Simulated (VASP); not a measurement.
## HfO3: density of states with PBE

HfO3:

```
Hf O
1.0
     3.32360    0.00000    0.00000
     0.00000    3.32360    0.00000
     0.00000    0.00000    3.32360
Hf O
1 3
Direct
  0.00000 0.00000 0.00000
  0.00000 0.50000 0.50000
  0.50000 0.00000 0.50000
  0.50000 0.50000 0.00000
```

| Property | Result |
| --- | --- |
| Program | VASP 6.6.1 |
| Task | density of states |
| Functional | PBE |
| Potentials or basis | VASP PAW PBE potentials, release 64 (Hf_pv, O) |
| Cutoff | 520 eV |
| k mesh | 14 × 14 × 14 |
| Occupations | gaussian, width 0.1 eV |
| Spin | no spin polarisation |
| Dipole correction | no |
| k mesh for the DOS | 21 × 21 × 21 |
| Occupations for the DOS | tetrahedron |
| Further INCAR settings | ALGO = Normal; EDIFF = 1e-06 |

* Valence electrons inside the program's atomic spheres: Hf 7.94; O 4.92

Levels at points of the mesh, in eV from the Fermi level:
```csv
k point,band 11,band 12,band 13,band 14,band 15,band 16,band 17,band 18
"(0.00, 0.00, 0.00)",-2.10,-2.10,0.36,0.36,0.36,1.37,1.37,3.73
```

Wall time 83 s on 1 thread of AMD EPYC 9R45 96-Core Processor (Zen 5), on a shared host, peak memory 0.26 GiB.

Caveat: spin-orbit coupling is left out, which moves the levels of the heavy elements.
